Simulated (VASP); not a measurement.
Set up this calculation in VASP 6.6.1, as the native input.

```yaml
Task: G0W0 quasiparticle levels
Functional: PBE
Potentials_or_basis: VASP PAW PBE potentials, release 64 (Mg_GW, S_GW)
Cutoff: 500 eV
k_mesh: 4 × 4 × 4
Occupations: gaussian, width 0.01 eV
Spin: no spin polarisation
Dipole_correction: no
GW_scheme: G0W0
GW_iterations: 1
Cutoff_of_the_response_function: 80
Frequency_points: 48
Empty_bands: 60
Further_INCAR_settings: ALGO = EVGW0; EDIFF = 1e-08; NBANDS = 64
```

The system is MgS.

```xyz
2
Lattice="0.0000 2.6015 2.6015 2.6015 0.0000 2.6015 2.6015 2.6015 0.0000" Properties=species:S:1:pos:R:3 pbc="T T T"
Mg    0.0000    0.0000    0.0000
S     2.6015    2.6015    2.6015
```

These files were run (other wordings do the same):

POSCAR

```
MgS
1.0
    0.0000000000      2.6015179373      2.6015179373
    2.6015179373      0.0000000000      2.6015179373
    2.6015179373      2.6015179373      0.0000000000
Mg S
1 1
Direct
    0.0000000000      0.0000000000      0.0000000000
    0.5000000000      0.5000000000      0.5000000000
```

INCAR.step1

```
PREC = Accurate
ENCUT = 500
EDIFF = 1E-8
ISMEAR = 0
SIGMA = 0.01
LREAL = F
LASPH = T
NELM = 80
ALGO = Normal
LWAVE = T
LCHARG = F
GGA = PE
```

INCAR.step2

```
PREC = Accurate
ENCUT = 500
EDIFF = 1E-8
ISMEAR = 0
SIGMA = 0.01
LREAL = F
LASPH = T
NELM = 1
ALGO = Exact
LWAVE = T
LCHARG = F
GGA = PE
NBANDS = 64
LOPTICS = T
ISTART = 1
```

INCAR.step3

```
PREC = Accurate
ENCUT = 500
EDIFF = 1E-8
ISMEAR = 0
SIGMA = 0.01
LREAL = F
LASPH = T
ALGO = EVGW0
LWAVE = F
LCHARG = F
GGA = PE
NELMGW = 1
NBANDS = 64
ENCUTGW = 80.0
NOMEGA = 48
PRECFOCK = Fast
ISTART = 1
NBANDSGW = 12
```

KPOINTS

```
Automatic mesh
0
Gamma
  4 4 4
```

Potentials or basis: VASP PAW PBE potentials, release 64 (Mg_GW, S_GW).

Command:

```sh
$ cat potpaw_PBE.64/Mg_GW/POTCAR potpaw_PBE.64/S_GW/POTCAR > POTCAR
$ cp INCAR.step1 INCAR
$ mpirun -np 1 vasp_std > vasp.out
$ cp INCAR.step2 INCAR
$ mpirun -np 1 vasp_std > vasp.out
$ cp INCAR.step3 INCAR
$ mpirun -np 1 vasp_std > vasp.out
```

Results of the run:

```
Band gap on the k mesh, mean-field level : 2.75 eV, indirect (least direct gap 3.70 eV)
Quasiparticle gap                        : 4.07 eV
Least direct quasiparticle gap           : 5.05 eV
```

Caveat: the k points lie up to 0.52 Å⁻¹ apart; bands, screening cutoff and mesh are small and nothing is extrapolated, so the quasiparticle values aren't converged.

Run time: 52 s on 1 thread of Intel Xeon 6975P-C, with other jobs on the host, peak memory 0.31 GiB.
